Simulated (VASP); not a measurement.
# C (R-3m) in VASP: further runs

The runs below take C through single point, relaxation of cell and atoms, with PBE+D3(BJ).

All numbers are computed with VASP 6.6.1; they aren't measurements. Logs are shortened: lines on timing, memory, paths and dates and some standing lists are left out, and cuts for length are marked.

### 1 The cell of the first run

It takes space group R-3m (No. 166, trigonal). Conventional cell: a = 2.465 Å, b = 2.465 Å, c = 20.786 Å, α = 90.00°, β = 90.00°, γ = 120.00°. C (site symmetry 3m) has 3 C at 1.42 Å within 1.9 Å. C (site symmetry 3m) has 3 C at 1.42 Å within 1.9 Å.

### 2 Single point, PBE+D3(BJ)

Input file INCAR:

```
ALGO = Normal
EDIFF = 1E-6
ENCUT = 520
GGA = PE
ISIF = 2
ISMEAR = 0
IVDW = 12
LASPH = T
LCHARG = F
LREAL = F
LWAVE = F
NBANDS = 16
NELM = 100
PREC = Accurate
SIGMA = 0.01
```

Input file KPOINTS:

```
k-points
0
Gamma
  18 18 18
```

Input file POSCAR:

```
C
1.0
    1.2324191846      0.7115375480      6.9288109466
   -1.2324191846      0.7115375480      6.9288109466
    0.0000000000     -1.4230750959      6.9288109466
C
4
Direct
    0.9188268352      0.9188268352      0.9188268352
    0.2521404299      0.2521404299      0.2521404299
    0.7478595701      0.7478595701      0.7478595701
    0.0811731648      0.0811731648      0.0811731648
```

Potentials or basis: VASP PAW PBE potentials, release 64 (C).

The run is started by

```
$ cat potpaw_PBE.64/C/POTCAR > POTCAR
$ mpirun -np 1 vasp_std > vasp.out
```

OUTCAR:

```text
EDIFF = 1E-6
   ENCUT = 520
   GGA = PE
   ISIF = 2
   ISMEAR = 0
   IVDW = 12
   LASPH = T
   LREAL = F
   NELM = 100
   PREC = Accurate
 IVDW          = 12

 ion  position               nearest neighbor table
   1  0.919  0.919  0.919-   2 1.42   2 1.42   2 1.42
   2  0.252  0.252  0.252-   1 1.42   1 1.42   1 1.42
   3  0.748  0.748  0.748-   4 1.42   4 1.42   4 1.42
   4  0.081  0.081  0.081-   3 1.42   3 1.42   3 1.42

  LATTYP: Found a trigonal (rhomboedric) cell.
 ALAT       =     7.0734407372
 COS(alpha) =     0.9392864737

  Lattice vectors:

 A1 = (   1.2324191846,   0.7115375480,   6.9288109466)
 A2 = (  -1.2324191846,   0.7115375480,   6.9288109466)
 A3 = (   0.0000000000,  -1.4230750959,   6.9288109466)

Analysis of symmetry for initial positions (statically):
=====================================================================
 Subroutine PRICEL returns:
 Original cell was already a primitive cell.

 Routine SETGRP: Setting up the symmetry group for a
 trigonal (rhombohedral) supercell.

 Subroutine GETGRP returns: Found 12 space group operations
 (whereof 12 operations were pure point group operations)
 out of a pool of 12 trial point group operations.

The static configuration has the point symmetry D_3d.

Analysis of symmetry for dynamics (positions and initial velocities):
=====================================================================
 Subroutine PRICEL returns:
 Original cell was already a primitive cell.

 Routine SETGRP: Setting up the symmetry group for a
 trigonal (rhombohedral) supercell.

 Subroutine GETGRP returns: Found 12 space group operations
 (whereof 12 operations were pure point group operations)
 out of a pool of 12 trial point group operations.

The dynamic configuration has the point symmetry D_3d.

 Subroutine INISYM returns: Found 12 space group operations
 (whereof 12 operations are pure point group operations),
 and found     1 'primitive' translations

----------------------------------------------------------------------------------------

                                     Primitive cell

  volume of cell :      36.4558

  direct lattice vectors                    reciprocal lattice vectors
     1.232419185  0.711537548  6.928810947     0.405706115  0.234234535  0.048108303
    -1.232419185  0.711537548  6.928810947    -0.405706115  0.234234535  0.048108303
     0.000000000 -1.423075096  6.928810947     0.000000000 -0.468469070  0.048108303

  length of vectors
     7.073440737  7.073440737  7.073440737     0.470932775  0.470932775  0.470932775

  position of ions in fractional coordinates (direct lattice)
     0.918826835  0.918826835  0.918826835
     0.252140430  0.252140430  0.252140430
     0.747859570  0.747859570  0.747859570
     0.081173165  0.081173165  0.081173165

  ion indices of the primitive-cell ions
   primitive index   ion index
                 1           1
                 2           2
                 3           3
                 4           4

----------------------------------------------------------------------------------------

 KPOINTS: k-points

Automatic generation of k-mesh.
 Grid dimensions read from file:
 generate k-points for:   18   18   18

 Generating k-lattice:

  Cartesian coordinates                     Fractional coordinates (reciprocal lattice)
     0.022539229  0.013013030  0.002672683     0.055555556  0.000000000  0.000000000
    -0.022539229  0.013013030  0.002672683     0.000000000  0.055555556  0.000000000
     0.000000000 -0.026026059  0.002672683     0.000000000  0.000000000  0.055555556

  Length of vectors
     0.026162932  0.026162932  0.026162932

  Shift w.r.t. Gamma in fractional coordinates (k-lattice)
     0.000000000  0.000000000  0.000000000

 Subroutine IBZKPT returns following result:
 ===========================================

 Found    580 irreducible k-points:

 Following reciprocal coordinates:
            Coordinates               Weight
  0.000000  0.000000  0.000000      1.000000
  0.055556  0.000000  0.000000      6.000000
  0.111111  0.000000  0.000000      6.000000
  0.166667  0.000000  0.000000      6.000000
  0.222222  0.000000 -0.000000      6.000000
  0.277778 -0.000000 -0.000000      6.000000
[... 16 lines left out ...]
 -0.277778  0.055556  0.000000     12.000000
 -0.222222  0.055556 -0.000000     12.000000
 [... further k-points ...]
   k-points           NKPTS =    580   k-points in BZ     NKDIM =    580   number of bands    NBANDS=     16
   number of dos      NEDOS =    301   number of ions     NIONS =      4
   total plane-waves  NPLWV = 157464
   dimension x,y,z NGX =    54 NGY =   54 NGZ =   54
   dimension x,y,z NGXF=   108 NGYF=  108 NGZF=  108
   ions per type =               4
   NGX,Y,Z   is equivalent  to a cutoff of  12.69, 12.69, 12.69 a.u.
   NGXF,Y,Z  is equivalent  to a cutoff of  25.38, 25.38, 25.38 a.u.
 SYSTEM =  unknown system
   PREC   = accura    normal or accurate (medium, high low for compatibility)
   ISTART =      0    job   : 0-new  1-cont  2-samecut
   ICHARG =      2    charge: 1-file 2-atom 10-const
   ISPIN  =      1    spin polarized calculation?
   LNONCOLLINEAR =      F non collinear calculations
   LSORBIT =      F    spin-orbit coupling
   LASPH  =      T    aspherical Exc in radial PAW
   ENCUT  =  520.0 eV  38.22 Ry    6.18 a.u.  13.15 13.15 13.15*2*pi/ulx,y,z
   NELM   =    100;   NELMIN=  2; NELMDL= -5     # of ELM steps
   EDIFF  = 0.1E-05   stopping-criterion for ELM
   LREAL  =      F    real-space projection
   EDIFFG = 0.1E-04   stopping-criterion for IOM
   NSW    =      0    number of steps for IOM
   IBRION =     -1    ionic relax: 0-MD 1-quasi-New 2-CG
   NFREE  =      0    steps in history (QN), initial steepest desc. (CG)
   ISIF   =      2    stress and relaxation
   ISYM   =      2    0-nonsym 1-usesym 2-fastsym
   POTIM  = 0.5000    time-step for ionic-motion
   TEBEG  =    0.0;   TEEND  =   0.0 temperature during run
   PSTRESS=    0.0 pullay stress
   NELECT =      16.0000    total number of electrons
   NUPDOWN=      -1.0000    fix difference up-down
   EMIN   =  10.00;   EMAX   =-10.00  energy-range for DOS
   EFERMI =   0.00;   METHOD = LEGACY
   ISMEAR =     0;   SIGMA  =   0.01  broadening in eV -4-tet -1-fermi 0-gaus
   EFERMI_NEDOS =   21; number of points for ismear=-14 and -15
   IALGO  =     38    algorithm
   IMIX   =      4    mixing-type and parameters
     AMIX     =   0.40;   BMIX     =  1.00
     AMIX_MAG =   1.60;   BMIX_MAG =  1.00
  volume/ion in A,a.u.               =       9.11        61.50
  Fermi-wavevector in a.u.,A,eV,Ry     =   1.244112  2.351030 21.059291  1.547814
  Thomas-Fermi vector in A             =   2.378393
   LORBIT       =      0    0 simple, 1 ext, 2 COOP (PROOUT), +10 PAW based schemes
   GGA     = PE    functional components
   LHFCALC =     F    Hartree Fock is set to
   AEXX    =    0.0000 exact exchange contribution
   IVDW    =    12    specifies the selected vdW correction
   LEPSILON=     F    determine dielectric tensor
   LRPA    =     F    only Hartree local field effects (RPA)
 non-spin polarized calculation
 Gauss-broadening in eV      SIGMA  =   0.01
  energy-cutoff  :      520.00
  volume of cell :       36.46
 maximum number of plane-waves:      1004
 NGX is ok and might be reduce to    54
   NGX = 27   NGY = 27   NGZ = 27

 number of electron      16.0000000 magnetization

 Free energy of the ion-electron system (eV)
  ---------------------------------------------------
  ext. energy  EPLUGINS =         0.00000000
  ---------------------------------------------------
  free energy    TOTEN  =       -36.85111961 eV

  energy without entropy =      -36.85111961  energy(sigma->0) =      -36.85111961

 E-fermi :   4.3938     XC(G=0): -10.0937

 val. band max:        4.2827569614   @ k =  -0.3333   0.3333   0.0000
 cond. band min:       4.5309062393   @ k =  -0.3333   0.3333   0.0000
 fundamental gap:      0.2481492779
 Fermi energy:         4.3937717490

 k-point     1 :       0.0000    0.0000    0.0000
  band No.  band energies     occupation
      1     -15.2200      2.00000
      2     -14.9815      2.00000
      3      -3.9879      2.00000
      4      -2.3043      2.00000
      5       1.3932      2.00000
      6       1.3932      2.00000
[... 8 lines left out ...]
     15      15.8440      0.00000
     16      15.8749      0.00000

 k-point     2 :       0.0556    0.0000    0.0000
  band No.  band energies     occupation
      1     -15.1463      2.00000
      2     -14.9093      2.00000
      3      -3.8975      2.00000
      4      -2.2217      2.00000
      5       1.0915      2.00000
      6       1.1001      2.00000
[... 8 lines left out ...]
     15      15.5868      0.00000
     16      15.6262      0.00000

 k-point     3 :       0.1111    0.0000    0.0000
  band No.  band energies     occupation
      1     -14.9254      2.00000
      2     -14.6927      2.00000
      3      -3.6273      2.00000
      4      -1.9749      2.00000
      5       0.2678      2.00000
      6       0.2869      2.00000
[... 8 lines left out ...]
     15      14.8570      0.00000
     16      14.9265      0.00000

 k-point     4 :       0.1667    0.0000    0.0000
  band No.  band energies     occupation
      1     -14.5584      2.00000
      2     -14.3330      2.00000
      3      -3.1802      2.00000
      4      -1.5675      2.00000
      5      -0.9140      2.00000
      6      -0.8818      2.00000
[... 8 lines left out ...]
     15      15.2829      0.00000
     16      15.2995      0.00000
[... 324 lines left out ...]
 k-point    22 :      -0.3333    0.0556    0.0000
  band No.  band energies     occupation
      1     -12.1167      2.00000
      2     -11.9304      2.00000
      3      -5.9357      2.00000
      4      -5.8532      2.00000
      5      -1.7877      2.00000
      6      -1.7731      2.00000
[... 8 lines left out ...]
     15      19.0231      0.00000
     16      20.4610      0.00000

 k-point    23 :      -0.2778    0.0556    0.0000
  band No.  band energies     occupation
      1     -12.9674      2.00000
      2     -12.7667      2.00000
      3      -4.4883      2.00000
      4      -4.4229      2.00000
      5      -1.3727      2.00000
      6      -1.3578      2.00000
[... 8 lines left out ...]
     15      18.6755      0.00000
     16      19.0304      0.00000

 k-point    24 :      -0.2222    0.0556   -0.0000
  band No.  band energies     occupation
      1     -13.6867      2.00000
      2     -13.4737      2.00000
      3      -3.0293      2.00000
      4      -2.9809      2.00000
      5      -2.1389      2.00000
      6      -0.8475      2.00000
[... 8 lines left out ...]
     15      17.2757      0.00000
     16      17.3738      0.00000

 [... further k-points ...]

------------------------ aborting loop because EDIFF is reached ----------------------------------------

 Edisp (eV)   -0.60207

 E8    (eV) :    -0.1699

  FORCE on cell =-STRESS in cart. coord.  units (eV):
  Direction    XX          YY          ZZ          XY          YZ          ZX
  --------------------------------------------------------------------------------------
  -------------------------------------------------------------------------------------
  Total       0.15667     0.15667    -0.01983     0.00000    -0.00000     0.00000
  in kB       6.88553     6.88553    -0.87135     0.00000    -0.00000     0.00000
  external pressure =        4.30 kB  Pullay stress =        0.00 kB

 VOLUME and BASIS-vectors are now :
 -----------------------------------------------------------------------------
  energy-cutoff  :      520.00
  volume of cell :       36.46
      direct lattice vectors                 reciprocal lattice vectors
     1.232419185  0.711537548  6.928810947     0.405706115  0.234234535  0.048108303
    -1.232419185  0.711537548  6.928810947    -0.405706115  0.234234535  0.048108303
     0.000000000 -1.423075096  6.928810947     0.000000000 -0.468469070  0.048108303

 POSITION                                       TOTAL-FORCE (eV/Angst)
 -----------------------------------------------------------------------------------
      0.00000      0.00000     19.09913         0.000000     -0.000000     -0.000320
      0.00000      0.00000      5.24110         0.000000     -0.000000     -0.000225
      0.00000      0.00000     15.54533         0.000000      0.000000      0.000225
      0.00000      0.00000      1.68730         0.000000      0.000000      0.000320
 -----------------------------------------------------------------------------------
    total drift:                                0.000000      0.000000      0.000000

  FREE ENERGIE OF THE ION-ELECTRON SYSTEM (eV)
  ---------------------------------------------------
  free  energy   TOTEN  =       -37.4531876099 eV

  energy  without entropy=      -37.4531876099  energy(sigma->0) =      -37.45318761
```

It took 27 min on 1 thread of Intel Xeon 6975P-C (Granite Rapids), shared host; peak memory 0.54 GiB.

What came out:

| Quantity | Value |
| --- | --- |
| Free energy | -37.4532 eV |
| Pressure | 0.4 GPa |
| Dispersion energy per atom | -0.151 eV |

Stress tensor (GPa, compression positive):
```
 0.69  0.00  0.00
 0.00  0.69  0.00
 0.00  0.00 -0.09
```

### 3 Relaxation of cell and atoms, PBE+D3(BJ)

Input file INCAR:

```
  PREC = Accurate
  ENCUT = 600
  EDIFF = 1E-6
  ISMEAR = 0
  SIGMA = 0.01
  LREAL = F
  LASPH = T
  NELM = 100
  ALGO = Normal
  ISIF = 3
  LWAVE = F
  LCHARG = F
  GGA = PE
  IVDW = 12
  IBRION = 2
  NSW = 100
  EDIFFG = -0.002
```

Input file KPOINTS:

```
Automatic mesh
0
Gamma
  18 18 18
```

POSCAR is that of step 2.

Potentials or basis: VASP PAW PBE potentials, release 64 (C).

The run is started by

```
$ cat potpaw_PBE.64/C/POTCAR > POTCAR
$ mpirun -np 1 vasp_std > vasp.out
```

OUTCAR:

```text
PREC = Accurate
   ENCUT = 600
   EDIFF = 1E-6
   ISMEAR = 0
   LREAL = F
   LASPH = T
   NELM = 100
   ISIF = 3
   GGA = PE
   IVDW = 12
   IBRION = 2
   NSW = 100
   EDIFFG = -0.002
 IVDW          = 12

 ion  position               nearest neighbor table
   1  0.919  0.919  0.919-   2 1.42   2 1.42   2 1.42
   2  0.252  0.252  0.252-   1 1.42   1 1.42   1 1.42
   3  0.748  0.748  0.748-   4 1.42   4 1.42   4 1.42
   4  0.081  0.081  0.081-   3 1.42   3 1.42   3 1.42

  LATTYP: Found a trigonal (rhomboedric) cell.
 ALAT       =     7.0734407372
 COS(alpha) =     0.9392864737

  Lattice vectors:

 A1 = (   1.2324191846,   0.7115375480,   6.9288109466)
 A2 = (  -1.2324191846,   0.7115375480,   6.9288109466)
 A3 = (   0.0000000000,  -1.4230750959,   6.9288109466)

Analysis of symmetry for initial positions (statically):
=====================================================================
 Subroutine PRICEL returns:
[... 395 lines left out ...]
  free energy    TOTEN  =       -36.85422933 eV

  energy without entropy =      -36.85422933  energy(sigma->0) =      -36.85422933

 E-fermi :   4.4704     XC(G=0): -10.1568

 val. band max:        4.3517088837   @ k =  -0.3333   0.3333   0.0000
 cond. band min:       4.6154386093   @ k =  -0.3333   0.3333   0.0000
 fundamental gap:      0.2637297256
 Fermi energy:         4.4703998799

 k-point     1 :       0.0000    0.0000    0.0000
  band No.  band energies     occupation
      1     -15.1483      2.00000
      2     -14.8915      2.00000
      3      -3.9449      2.00000
      4      -2.1770      2.00000
      5       1.4719      2.00000
      6       1.4719      2.00000
      7       1.4732      2.00000
      8       1.4732      2.00000
      9       8.5941      0.00000
     10      12.8247      0.00000
     11      12.8259      0.00000
     12      12.8319      0.00000
[... 331 lines left out ...]
 k-point    24 :      -0.2222    0.0556   -0.0000
  band No.  band energies     occupation
      1     -13.6146      2.00000
      2     -13.3847      2.00000
      3      -2.9529      2.00000
      4      -2.9002      2.00000
      5      -2.0943      2.00000
      6      -0.7692      2.00000
      7      -0.7528      2.00000
      8      -0.4705      2.00000
      9      10.5091      0.00000
     10      11.4717      0.00000
     11      11.8256      0.00000
     12      12.8427      0.00000

 [... further k-points ...]

------------------------ aborting loop because EDIFF is reached ----------------------------------------

 Edisp (eV)   -0.60882

 E8    (eV) :    -0.1720
[... 27 lines left out ...]
  FREE ENERGIE OF THE ION-ELECTRON SYSTEM (eV)
  ---------------------------------------------------
  free  energy   TOTEN  =       -37.4630498093 eV

  energy  without entropy=      -37.4630498093  energy(sigma->0) =      -37.46304981

 reached required accuracy - stopping structural energy minimisation
```

OSZICAR:

```text
N       E                     dE             d eps       ncg     rms          rms(c)
DAV:   1     0.574937098728E+02    0.57494E+02   -0.89752E+03 13928   0.137E+03
DAV:   2    -0.348898064631E+02   -0.92384E+02   -0.84412E+02 19816   0.244E+02
[... 66 lines left out ...]
DAV:   4    -0.368545498341E+02   -0.93454E-07   -0.25090E-06 14760   0.128E-02
   9 F= -.37463048E+02 E0= -.37463048E+02  d E =-.303687E-03
       N       E                     dE             d eps       ncg     rms          rms(c)
DAV:   1    -0.368542585082E+02    0.29123E-03   -0.99446E-04 14180   0.259E-01    0.219E-02
DAV:   2    -0.368542377618E+02    0.20746E-04   -0.26529E-05 14744   0.394E-02    0.117E-02
DAV:   3    -0.368542292997E+02    0.84621E-05   -0.27046E-05 16388   0.357E-02    0.307E-03
DAV:   4    -0.368542293345E+02   -0.34787E-07   -0.47591E-07 11580   0.575E-03
  10 F= -.37463050E+02 E0= -.37463050E+02  d E =-.305028E-03
```

Wall time 1.8 h (1 thread of Intel Xeon 6975P-C (Granite Rapids), shared host); peak memory 0.65 GiB.

Results:

```
Free energy                           : -37.4630 eV
Relaxed volume                        : 9.03 Å³/atom
Relaxed cell                          : a = 7.010 Å, b = 7.010 Å, c = 7.010 Å, α = 20.25°, β = 20.25°, γ = 20.25°
Space group after relaxing (to 0.1 Å) : R-3m (No. 166)
Energy gained by relaxing             : 0.1 meV/atom
Ionic steps                           : 10
Pressure after relaxing               : 0.0 GPa
Dispersion energy per atom            : -0.152 eV
```

The path:
```tsv
step	energy change (eV)	largest force (eV/Å)	pressure (GPa)	volume (Å³)
1	0.0000	0.0003	0.01	36.46
2	0.0000	0.0003	-0.40	36.46
3	0.0000	0.0002	-0.27	36.46
4	-0.0001	0.0003	-0.24	36.44
5	-0.0002	0.0004	-0.16	36.37
6	-0.0003	0.0005	-0.10	36.23
7	-0.0003	0.0009	0.16	35.96
8	-0.0003	0.0007	0.05	36.10
9	-0.0003	0.0006	-0.03	36.14
10	-0.0003	0.0007	0.02	36.12
```

Final structure:
```xyz
4
Lattice="1.2325 0.7116 6.8643 -1.2325 0.7116 6.8643 0.0000 -1.4232 6.8643" Properties=species:S:1:pos:R:3 pbc="T T T"
C     0.0000    0.0000   18.9212
C     0.0000    0.0000    5.1922
C     0.0000    0.0000   15.4007
C     0.0000    0.0000    1.6717
```
